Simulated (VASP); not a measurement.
Input of a VASP 6.6.1 run:

The input INCAR:

```
SYSTEM = Ni
ALGO = Normal
EDIFF = 1E-6
EDIFFG = -0.01
ENCUT = 600
GGA = RE
IBRION = 2
ISIF = 3
ISMEAR = 1
ISPIN = 2
IVDW = 12
LASPH = .True.
LCHARG = .False.
LMAXMIX = 4
LORBIT = 11
LREAL = .False.
LWAVE = .False.
MAGMOM = 1
NELM = 150
NSW = 80
PREC = Accurate
SIGMA = 0.3
```

Contents of KPOINTS:

```
k-points
0
Gamma
  14 14 14
  0 0 0
```

The input POSCAR:

```
Ni
1.0
    2.4917520000      0.0000000000      0.0000000000
    1.2458760000      2.1579205319      0.0000000000
    1.2458760000      0.7193068440      2.0345069885
Ni
1
Direct
    0.0000000000      0.0000000000      0.0000000000
```

Potentials or basis: VASP PAW PBE potentials, release 64 (Ni).

Run with:

```console
$ cat potpaw_PBE.64/Ni/POTCAR > POTCAR
$ mpirun -np 1 vasp_std > vasp.out
```

What does it give for the relaxed cell?

a = 2.448 Å, b = 2.448 Å, c = 2.448 Å, α = 60.00°, β = 60.00°, γ = 60.00°.

Estimate the relaxed volume.

10.37 Å³/atom.

What does it give for the space group after relaxing (to 0.05 Å)?

Fm-3m (No. 225).

What does it give for the dispersion energy per atom?

-0.938 eV.

Final structure:
```
Ni
1.0
     2.44796    0.00000    0.00000
     1.22398    2.11999    0.00000
     1.22398    0.70666    1.99875
Ni
1
Cartesian
  1.2240 0.7067 1.9987
```

Caveat: the PAW data sets were made with another functional, which shifts forces and pressure a little; pairwise dispersion overbinds metals, which lowers pressure and volume.
